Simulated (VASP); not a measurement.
# MgO2 (I4/mcm) in VASP: a series of runs

Runs on MgO2. Level: r2SCAN. Tasks: single point.

Everything below comes from runs of VASP 6.6.1. Logs are shortened: lines on timing, memory, paths and dates and some standing lists are left out, and cuts for length are marked.

## 1. The cell of the first run

Symmetry: I4/mcm, No. 140, tetragonal system. Conventional cell: a = 4.219 Å, b = 4.219 Å, c = 5.104 Å, α = 90.00°, β = 90.00°, γ = 90.00°. Mg (site symmetry 422) has 8 O at 2.11 Å and 2 Mg at 2.55 Å within 2.8 Å. Within 1.9 Å of O (site symmetry m2m) lie 1 O at 1.45 Å.

## 2. Single point, r2SCAN (7.57 Å³/atom)

The input, POSCAR:

```
MgO2
1.0
   -2.1093418235      2.1093418235      2.5518227844
    2.1093418235     -2.1093418235      2.5518227844
    2.1093418235      2.1093418235     -2.5518227844
Mg O
2 4
Direct
    0.2500000000      0.2500000000      0.0000000000
    0.7500000000      0.7500000000      0.0000000000
    0.1217139823      0.6217139823      0.7434279645
    0.6217139823      0.8782860177      0.5000000000
    0.8782860177      0.3782860177      0.2565720355
    0.3782860177      0.1217139823      0.5000000000
```

The input, INCAR.step1:

```
PREC = Accurate
ENCUT = 920
ISMEAR = 0
SIGMA = 0.02
LREAL = False
LASPH = True
NELM = 120
NBANDS = 31
GGA = PE
ALGO = Normal
EDIFF = 1E-5
LWAVE = True
LCHARG = False
GGA_COMPAT = False
```

The input, INCAR.step2:

```
PREC = Accurate
ENCUT = 920
EDIFF = 1E-6
ISMEAR = 0
SIGMA = 0.02
LREAL = False
LASPH = True
NELM = 120
ALGO = Normal
ISIF = 2
LWAVE = False
LCHARG = True
METAGGA = R2SCAN
LMIXTAU = True
LELF = True
LVHAR = True
NBANDS = 31
ISTART = 1
GGA_COMPAT = False
```

The input, KPOINTS:

```
regular mesh
0
Gamma
  8 8 8
```

Potentials or basis: VASP PAW PBE potentials, release 64 (Mg_sv, O).

Launch:

```
$ cat potpaw_PBE.64/Mg_sv/POTCAR potpaw_PBE.64/O/POTCAR > POTCAR
$ cp INCAR.step1 INCAR
$ mpirun -np 1 vasp_std > vasp.out
$ cp INCAR.step2 INCAR
$ mpirun -np 1 vasp_std > vasp.out
```

OUTCAR:

```text
PREC = Accurate
   ENCUT = 920
   EDIFF = 1E-6
   ISMEAR = 0
   LREAL = False
   LASPH = True
   NELM = 120
   ISIF = 2
   METAGGA = R2SCAN
   ISTART = 1

 ion  position               nearest neighbor table
   1  0.250  0.250  0.000-   5 2.11   3 2.11   6 2.11   6 2.11   4 2.11   4 2.11   3 2.11   5 2.11

   2  0.750  0.750  0.000-   5 2.11   3 2.11   4 2.11   4 2.11   6 2.11   6 2.11   5 2.11   3 2.11

   3  0.122  0.622  0.743-   5 1.45   1 2.11   2 2.11   2 2.11   1 2.11
   4  0.622  0.878  0.500-   6 1.45   2 2.11   1 2.11   2 2.11   1 2.11
   5  0.878  0.378  0.257-   3 1.45   2 2.11   1 2.11   2 2.11   1 2.11
   6  0.378  0.122  0.500-   4 1.45   1 2.11   2 2.11   1 2.11   2 2.11

  LATTYP: Found a body centered tetragonal cell.
 ALAT       =     4.2186836470
 C/A-ratio  =     1.2097720512

  Lattice vectors:

 A1 = (  -2.1093418235,   2.1093418235,   2.5518227844)
 A2 = (   2.1093418235,  -2.1093418235,   2.5518227844)
 A3 = (   2.1093418235,   2.1093418235,  -2.5518227844)

Analysis of symmetry for initial positions (statically):
=====================================================================
 Subroutine PRICEL returns:
 Original cell was already a primitive cell.

 Routine SETGRP: Setting up the symmetry group for a
 body centered tetragonal supercell.

 Subroutine GETGRP returns: Found 16 space group operations
 (whereof  8 operations were pure point group operations)
 out of a pool of 16 trial point group operations.

The static configuration has the point symmetry C_4h.
 The point group associated with its full space group is D_4h.

Analysis of symmetry for dynamics (positions and initial velocities):
=====================================================================
 Subroutine PRICEL returns:
 Original cell was already a primitive cell.

 Routine SETGRP: Setting up the symmetry group for a
 body centered tetragonal supercell.

 Subroutine GETGRP returns: Found 16 space group operations
 (whereof  8 operations were pure point group operations)
 out of a pool of 16 trial point group operations.

The dynamic configuration has the point symmetry C_4h.
 The point group associated with its full space group is D_4h.

 Subroutine INISYM returns: Found 16 space group operations
 (whereof  8 operations are pure point group operations),
 and found     1 'primitive' translations

[... 92 lines left out ...]
 SYSTEM =  unknown system
   PREC   = accura    normal or accurate (medium, high low for compatibility)
   ISTART =      1    job   : 0-new  1-cont  2-samecut
   ICHARG =      0    charge: 1-file 2-atom 10-const
   ISPIN  =      1    spin polarized calculation?
   LNONCOLLINEAR =      F non collinear calculations
   LSORBIT =      F    spin-orbit coupling
   LASPH  =      T    aspherical Exc in radial PAW
   ENCUT  =  920.0 eV  67.62 Ry    8.22 a.u.   9.71  9.71  9.71*2*pi/ulx,y,z
   NELM   =    120;   NELMIN=  2; NELMDL=  0     # of ELM steps
   EDIFF  = 0.1E-05   stopping-criterion for ELM
   LREAL  =      F    real-space projection
[... 7 lines left out ...]
   TEBEG  =    0.0;   TEEND  =   0.0 temperature during run
   PSTRESS=    0.0 pullay stress
   NELECT =      44.0000    total number of electrons
   NUPDOWN=      -1.0000    fix difference up-down
   EMIN   =  10.00;   EMAX   =-10.00  energy-range for DOS
   EFERMI =   0.00;   METHOD = LEGACY
   ISMEAR =     0;   SIGMA  =   0.02  broadening in eV -4-tet -1-fermi 0-gaus
   EFERMI_NEDOS =   21; number of points for ismear=-14 and -15
   IALGO  =     38    algorithm
   IMIX   =      4    mixing-type and parameters
     AMIX     =   0.40;   BMIX     =  1.00
     AMIX_MAG =   1.60;   BMIX_MAG =  1.00
  volume/ion in A,a.u.               =       7.57        51.08
  Fermi-wavevector in a.u.,A,eV,Ry     =   1.619910  3.061186 35.703167  2.624109
  Thomas-Fermi vector in A             =   2.713934
   LORBIT       =      0    0 simple, 1 ext, 2 COOP (PROOUT), +10 PAW based schemes
   METAGGA = R2SCAN    functional components
   LHFCALC =     F    Hartree Fock is set to
   AEXX    =    0.0000 exact exchange contribution
   IVDW    =     0    specifies the selected vdW correction
   LEPSILON=     F    determine dielectric tensor
   LRPA    =     F    only Hartree local field effects (RPA)
 non-spin polarized calculation
 Gauss-broadening in eV      SIGMA  =   0.02
  energy-cutoff  :      920.00
  volume of cell :       45.42
 maximum number of plane-waves:      2933
   NGX = 19   NGY = 19   NGZ = 19

 number of electron      43.9999995 magnetization

 Free energy of the ion-electron system (eV)
  ---------------------------------------------------
  ext. energy  EPLUGINS =         0.00000000
  ---------------------------------------------------
  free energy    TOTEN  =       -41.85466726 eV

  energy without entropy =      -41.85466726  energy(sigma->0) =      -41.85466726

 E-fermi :   6.1555     XC(G=0): -13.0649

 val. band max:        5.8278949974   @ k =   0.5000   0.5000   0.5000
 cond. band min:       9.7727019569   @ k =  -0.2500   0.2500   0.2500
 fundamental gap:      3.9448069594
 Fermi energy:         6.1555373919

 k-point     1 :       0.0000    0.0000    0.0000
  band No.  band energies     occupation
      1     -71.2772      2.00000
      2     -71.2533      2.00000
      3     -36.5185      2.00000
      4     -36.3819      2.00000
      5     -36.3819      2.00000
      6     -36.3708      2.00000
[... 805 lines left out ...]
     30      18.7169      0.00000
     31      23.4917      0.00000

 [... further k-points ...]
[... 5 lines left out ...]
  --------------------------------------------------------------------------------------
  -------------------------------------------------------------------------------------
  Total        7.9647404      7.9647404      7.6094583      0.0000000     -0.0000000      0.0000000
  in kB      280.9815334    280.9815334    268.4478283      0.0000000     -0.0000000      0.0000000
  external PRESSURE =     276.8036317 kB  Pullay stress =       0.0000000 kB

 VOLUME and BASIS-vectors are now :
 -----------------------------------------------------------------------------
  energy-cutoff  :      920.00
  volume of cell :       45.42
      direct lattice vectors                 reciprocal lattice vectors
    -2.109341823  2.109341823  2.551822784     0.000000000  0.237040765  0.195938371
     2.109341823 -2.109341823  2.551822784     0.237040765  0.000000000  0.195938371
     2.109341823  2.109341823 -2.551822784     0.237040765  0.237040765  0.000000000

 POSITION                                       TOTAL-FORCE (eV/Angst)
 -----------------------------------------------------------------------------------
      0.00000      0.00000      1.27591         0.000000      0.000000      0.000000
      0.00000      0.00000      3.82773         0.000000      0.000000      0.000000
      2.62281      0.51347      0.00000         0.172179      0.172179     -0.000000
      1.59587      0.51347      2.55182        -0.172179      0.172179     -0.000000
     -0.51347      1.59587      2.55182        -0.172179     -0.172179      0.000000
      0.51347      1.59587      0.00000         0.172179     -0.172179      0.000000
 -----------------------------------------------------------------------------------
    total drift:                                0.000000     -0.000000      0.000000

  FREE ENERGIE OF THE ION-ELECTRON SYSTEM (eV)
  ---------------------------------------------------
  free  energy   TOTEN  =       -41.8546672581 eV

  energy  without entropy=      -41.8546672581  energy(sigma->0) =      -41.85466726
```

OUTCAR.step1:

```text
PREC = Accurate
   ENCUT = 920
   ISMEAR = 0
   LREAL = False
   LASPH = True
[... 1056 lines left out ...]
      2.62281      0.51347      0.00000         0.205720      0.205720      0.000000
      1.59587      0.51347      2.55182        -0.205720      0.205720      0.000000
     -0.51347      1.59587      2.55182        -0.205720     -0.205720     -0.000000
      0.51347      1.59587      0.00000         0.205720     -0.205720      0.000000
 -----------------------------------------------------------------------------------
    total drift:                                0.000000     -0.000000      0.000000

  FREE ENERGIE OF THE ION-ELECTRON SYSTEM (eV)
  ---------------------------------------------------
  free  energy   TOTEN  =       -31.0007840007 eV

  energy  without entropy=      -31.0007840007  energy(sigma->0) =      -31.00078400
```

Run time: 13 min. Hardware: 1 thread of AMD EPYC 7R13 (Zen 3), shared host; peak memory 0.31 GiB.

What came out:

| Item | Value |
| --- | --- |
| Free energy | -41.8547 eV |
| Pressure | 27.7 GPa |
| Largest force | 0.243 eV/Å |
| Band gap on the k mesh | 3.94 eV (least direct gap 4.85 eV) |

Forces in eV/Å, atoms in the order of the input:
```
Mg   0.000  0.000  0.000
Mg   0.000  0.000  0.000
O    0.172  0.172  0.000
O   -0.172  0.172  0.000
O   -0.172 -0.172  0.000
O    0.172 -0.172  0.000
```

Levels at points of the mesh, in eV from the valence-band top:
```csv
k point,band 19,band 20,band 21,band 22,band 23,band 24,band 25,band 26
"(0.00, 0.00, 0.00)",-4.56,-3.16,-3.16,-0.37,5.32,5.32,7.15,11.81
"(0.50, 0.00, 0.00)",-2.38,-2.38,-2.04,-2.04,4.14,4.14,10.31,10.31
"(0.50, 0.50, 0.00)",-3.71,-2.35,-2.06,-1.42,4.76,5.17,9.80,10.20
"(0.50, 0.50, 0.50)",-3.92,-1.45,-1.45,0.00,5.05,5.05,11.91,12.06
```

Caveat: the cell stands under pressure; the PAW data sets were made with another functional, which shifts forces and pressure a little. A k mesh can miss the band edges.

## 3. Single point, r2SCAN

This run uses another cell than the first one, of 5.91 Å³/atom.

The input, POSCAR:

```
MgO2
1.0
   -1.9639746097      1.9639746097      2.2984030668
    1.9639746097     -1.9639746097      2.2984030668
    1.9639746097      1.9639746097     -2.2984030668
Mg O
2 4
Direct
    0.2500000000      0.2500000000      0.0000000000
    0.7500000000      0.7500000000      0.0000000000
    0.1241030319      0.6241030319      0.7482060637
    0.6241030319      0.8758969681      0.5000000000
    0.8758969681      0.3758969681      0.2517939363
    0.3758969681      0.1241030319      0.5000000000
```

The input, INCAR.step1:

```
SYSTEM = MgO2
PREC = Accurate
ENCUT = 920
ISMEAR = 0
SIGMA = 0.01
LREAL = .False.
LASPH = .True.
NELM = 120
NBANDS = 31
GGA = PE
ALGO = Normal
EDIFF = 1E-5
LWAVE = .True.
LCHARG = .False.
GGA_COMPAT = .False.
```

The input, INCAR.step2:

```
SYSTEM = MgO2
PREC = Accurate
ENCUT = 920
EDIFF = 1E-6
ISMEAR = 0
SIGMA = 0.01
LREAL = .False.
LASPH = .True.
NELM = 120
ALGO = Normal
ISIF = 2
LWAVE = .False.
LCHARG = .False.
METAGGA = R2SCAN
LMIXTAU = .True.
NBANDS = 31
ISTART = 1
GGA_COMPAT = .False.
```

The input, KPOINTS:

```
Automatic mesh
0
Gamma
  8 8 8
  0 0 0
```

Potentials or basis: VASP PAW PBE potentials, release 64 (Mg_sv, O).

Launch:

```
$ cat potpaw_PBE.64/Mg_sv/POTCAR potpaw_PBE.64/O/POTCAR > POTCAR
$ cp INCAR.step1 INCAR
$ mpirun -np 1 vasp_std > vasp.out
$ cp INCAR.step2 INCAR
$ mpirun -np 1 vasp_std > vasp.out
```

OUTCAR:

```text
SYSTEM = MgO2
   PREC = Accurate
   ENCUT = 920
   EDIFF = 1E-6
   ISMEAR = 0
   LREAL = .False.
   LASPH = .True.
   NELM = 120
   ISIF = 2
   METAGGA = R2SCAN
   ISTART = 1

 ion  position               nearest neighbor table
   1  0.250  0.250  0.000-   5 1.93   3 1.93   6 1.93   6 1.93   4 1.93   4 1.93   3 1.93   5 1.93

   2  0.750  0.750  0.000-   5 1.93   3 1.93   4 1.93   4 1.93   6 1.93   6 1.93   5 1.93   3 1.93

   3  0.124  0.624  0.748-   5 1.38   1 1.93   2 1.93   2 1.93   1 1.93
   4  0.624  0.876  0.500-   6 1.38   2 1.93   1 1.93   2 1.93   1 1.93
   5  0.876  0.376  0.252-   3 1.38   2 1.93   1 1.93   2 1.93   1 1.93
   6  0.376  0.124  0.500-   4 1.38   1 1.93   2 1.93   1 1.93   2 1.93

  LATTYP: Found a body centered tetragonal cell.
 ALAT       =     3.9279492194
 C/A-ratio  =     1.1702814565

  Lattice vectors:

 A1 = (  -1.9639746097,   1.9639746097,   2.2984030668)
 A2 = (   1.9639746097,  -1.9639746097,   2.2984030668)
 A3 = (   1.9639746097,   1.9639746097,  -2.2984030668)

Analysis of symmetry for initial positions (statically):
=====================================================================
 Subroutine PRICEL returns:
 Original cell was already a primitive cell.

 Routine SETGRP: Setting up the symmetry group for a
 body centered tetragonal supercell.

 Subroutine GETGRP returns: Found 16 space group operations
 (whereof  8 operations were pure point group operations)
 out of a pool of 16 trial point group operations.

The static configuration has the point symmetry C_4h.
 The point group associated with its full space group is D_4h.

Analysis of symmetry for dynamics (positions and initial velocities):
=====================================================================
 Subroutine PRICEL returns:
 Original cell was already a primitive cell.

 Routine SETGRP: Setting up the symmetry group for a
[... 129 lines left out ...]
   EFERMI =   0.00;   METHOD = LEGACY
   ISMEAR =     0;   SIGMA  =   0.01  broadening in eV -4-tet -1-fermi 0-gaus
   EFERMI_NEDOS =   21; number of points for ismear=-14 and -15
   IALGO  =     38    algorithm
   IMIX   =      4    mixing-type and parameters
     AMIX     =   0.40;   BMIX     =  1.00
     AMIX_MAG =   1.60;   BMIX_MAG =  1.00
  volume/ion in A,a.u.               =       5.91        39.88
  Fermi-wavevector in a.u.,A,eV,Ry     =   1.759164  3.324339 42.105395  3.094659
  Thomas-Fermi vector in A             =   2.828180
   LORBIT       =      0    0 simple, 1 ext, 2 COOP (PROOUT), +10 PAW based schemes
   METAGGA = R2SCAN    functional components
   LHFCALC =     F    Hartree Fock is set to
   AEXX    =    0.0000 exact exchange contribution
   IVDW    =     0    specifies the selected vdW correction
   LEPSILON=     F    determine dielectric tensor
   LRPA    =     F    only Hartree local field effects (RPA)
 non-spin polarized calculation
 Gauss-broadening in eV      SIGMA  =   0.01
  energy-cutoff  :      920.00
  volume of cell :       35.46
 maximum number of plane-waves:      2264
   NGX = 17   NGY = 17   NGZ = 17

 number of electron      43.9999990 magnetization

 Free energy of the ion-electron system (eV)
  ---------------------------------------------------
  ext. energy  EPLUGINS =         0.00000000
  ---------------------------------------------------
  free energy    TOTEN  =       -37.46323622 eV

  energy without entropy =      -37.46323622  energy(sigma->0) =      -37.46323622

 E-fermi :   8.8745     XC(G=0): -14.6709

 val. band max:        8.8203858866   @ k =   0.5000   0.5000   0.5000
 cond. band min:      13.6898403581   @ k =  -0.2500   0.2500   0.0000
 fundamental gap:      4.8694544714
 Fermi energy:         8.8744695113

 k-point     1 :       0.0000    0.0000    0.0000
  band No.  band energies     occupation
      1     -68.0365      2.00000
      2     -67.9547      2.00000
      3     -33.4745      2.00000
      4     -33.1233      2.00000
      5     -33.1233      2.00000
      6     -33.1139      2.00000
[... 805 lines left out ...]
     30      24.2491      0.00000
     31      29.1347      0.00000

 [... further k-points ...]
[... 5 lines left out ...]
  --------------------------------------------------------------------------------------
  -------------------------------------------------------------------------------------
  Total       29.5229125     29.5229125     29.0737463      0.0000000     -0.0000000      0.0000000
  in kB     1333.8649462   1333.8649462   1313.5713172      0.0000000     -0.0000000      0.0000000
  external PRESSURE =    1327.1004032 kB  Pullay stress =       0.0000000 kB

 VOLUME and BASIS-vectors are now :
 -----------------------------------------------------------------------------
  energy-cutoff  :      920.00
  volume of cell :       35.46
      direct lattice vectors                 reciprocal lattice vectors
    -1.963974610  1.963974610  2.298403067     0.000000000  0.254585776  0.217542348
     1.963974610 -1.963974610  2.298403067     0.254585776  0.000000000  0.217542348
     1.963974610  1.963974610 -2.298403067     0.254585776  0.254585776  0.000000000

 POSITION                                       TOTAL-FORCE (eV/Angst)
 -----------------------------------------------------------------------------------
      0.00000      0.00000      1.14920        -0.000000     -0.000000     -0.000000
      0.00000      0.00000      3.44760         0.000000     -0.000000     -0.000000
      2.45145      0.48747      0.00000         0.206118      0.206118     -0.000000
      1.47650      0.48747      2.29840        -0.206118      0.206118      0.000000
     -0.48747      1.47650      2.29840        -0.206118     -0.206118      0.000000
      0.48747      1.47650      0.00000         0.206118     -0.206118      0.000000
 -----------------------------------------------------------------------------------
    total drift:                                0.000000     -0.000000      0.000000

  FREE ENERGIE OF THE ION-ELECTRON SYSTEM (eV)
  ---------------------------------------------------
  free  energy   TOTEN  =       -37.4632362230 eV

  energy  without entropy=      -37.4632362230  energy(sigma->0) =      -37.46323622
```

OUTCAR.step1:

```text
SYSTEM = MgO2
   PREC = Accurate
   ENCUT = 920
   ISMEAR = 0
   LREAL = .False.
   LASPH = .True.
   NELM = 120
[... 1056 lines left out ...]
      1.47650      0.48747      2.29840        -0.231679      0.231679     -0.000000
     -0.48747      1.47650      2.29840        -0.231679     -0.231679     -0.000000
      0.48747      1.47650      0.00000         0.231679     -0.231679     -0.000000
 -----------------------------------------------------------------------------------
    total drift:                                0.000000     -0.000000      0.000000

  FREE ENERGIE OF THE ION-ELECTRON SYSTEM (eV)
  ---------------------------------------------------
  free  energy   TOTEN  =       -26.2014033453 eV

  energy  without entropy=      -26.2014033453  energy(sigma->0) =      -26.20140335
```

Run time: 7.4 min. Hardware: 1 thread of Intel Xeon Platinum 8375C at 2.90GHz (Ice Lake), shared host; peak memory 0.26 GiB.

Results:

* Free energy: -37.4632 eV
* Pressure: 132.7 GPa
* Largest force: 0.291 eV/Å
* Band gap on the k mesh: 4.87 eV (least direct gap 5.93 eV)

Forces in eV/Å, atoms in the order of the input:
```
Mg   0.000  0.000  0.000
Mg   0.000  0.000  0.000
O    0.206  0.206  0.000
O   -0.206  0.206  0.000
O   -0.206 -0.206  0.000
O    0.206 -0.206  0.000
```

Levels at points of the mesh, in eV from the valence-band top:
| k point | band 20 | band 21 | band 22 | band 23 | band 24 | band 25 |
| --- | --- | --- | --- | --- | --- | --- |
| (0.00, 0.00, 0.00) | -4.15 | -4.15 | -0.61 | 6.41 | 6.41 | 10.10 |
| (0.50, 0.00, 0.00) | -3.06 | -2.56 | -2.56 | 4.97 | 4.97 | 12.82 |
| (0.50, 0.50, 0.00) | -3.10 | -2.83 | -1.74 | 5.61 | 6.07 | 12.26 |
| (0.50, 0.50, 0.50) | -1.77 | -1.77 | 0.00 | 6.16 | 6.16 | 13.80 |

Caveat: the cell stands under pressure; the PAW data sets were made with another functional, which shifts forces and pressure a little.
